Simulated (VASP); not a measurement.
A run of VASP 6.6.1 is set up as follows.

File INCAR:

```
SYSTEM = Sc
ALGO = Normal
EDIFF = 1E-8
ENCUT = 520
GGA = PE
ISIF = 2
ISMEAR = -1
LASPH = .True.
LCHARG = .False.
LEFG = .True.
LREAL = .False.
LWAVE = .False.
NBANDS = 12
NELM = 60
PREC = Accurate
SIGMA = 0.03
```

Contents of KPOINTS:

```
k-points
0
Gamma
  15 15 15
  0 0 0
```

POSCAR

```
Sc
1.0
    0.0000000000      2.2892653138      2.2892653138
    2.2892653138      0.0000000000      2.2892653138
    2.2892653138      2.2892653138      0.0000000000
Sc
1
Direct
    0.0000000000      0.0000000000      0.0000000000
```

Potentials or basis: VASP PAW PBE potentials, release 64 (Sc_sv).

Run with:

```bash
$ cat potpaw_PBE.64/Sc_sv/POTCAR > POTCAR
$ mpirun -np 1 vasp_std > vasp.out
```

Predict the pressure.

1.4 GPa.

What does it give for the band gap on the k mesh?

Zero (an odd number of electrons rules out a gap without spin polarisation).
